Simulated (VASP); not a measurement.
Wanted: the native input for a VASP 6.6.1 run.

```
Task                   : single point
Functional             : PBE
Potentials or basis    : VASP PAW PBE potentials, release 64 (K_sv, Ta_pv, O)
Cutoff                 : 520 eV
k mesh                 : 8 × 8 × 8
Occupations            : gaussian, width 0.05 eV
Spin                   : no spin polarisation
Dipole correction      : no
Further INCAR settings : ALGO = Normal; EDIFF = 1e-07; NBANDS = 27
```

The structure of KTaO3 lies in POSCAR:

```
KTaO3
1.0
    3.6543210625      0.0000000000      0.0000000000
    0.0000000000      3.6543210625      0.0000000000
    0.0000000000      0.0000000000      4.7506173812
K Ta O
1 1 3
Direct
    0.5000000000      0.5000000000      0.5000000000
    0.0000000000      0.0000000000      0.0000000000
    0.5000000000      0.0000000000      0.0000000000
    0.0000000000      0.5000000000      0.0000000000
    0.0000000000      0.0000000000      0.5000000000
```

This cell differs from its parent crystal: ratio of the length along z to the lengths across it x 1.3, volume and fractional coordinates fixed.

These files were run (other wordings do the same):

INCAR

```
ALGO = Normal
EDIFF = 1E-7
ENCUT = 520
GGA = PE
ISIF = 2
ISMEAR = 0
LASPH = T
LCHARG = F
LREAL = F
LWAVE = F
NBANDS = 27
NELM = 100
PREC = Accurate
SIGMA = 0.05
```

KPOINTS

```
k-points
0
Gamma
  8 8 8
```

Potentials or basis: VASP PAW PBE potentials, release 64 (K_sv, Ta_pv, O).

The run is started by

```console
$ cat potpaw_PBE.64/K_sv/POTCAR potpaw_PBE.64/Ta_pv/POTCAR potpaw_PBE.64/O/POTCAR > POTCAR
$ mpirun -np 1 vasp_std > vasp.out
```

Results of the run:

```
Pressure               : 31.1 GPa
Band gap on the k mesh : 1.52 eV (least direct gap 1.58 eV)
```

Caveat: the stress differs along the axes, from -26 to 59 GPa; spin-orbit coupling is left out, which moves the levels of the heavy elements.

Wall time 94 s on 1 thread of AMD EPYC 7R13, with other jobs on the host, peak memory 0.23 GiB.
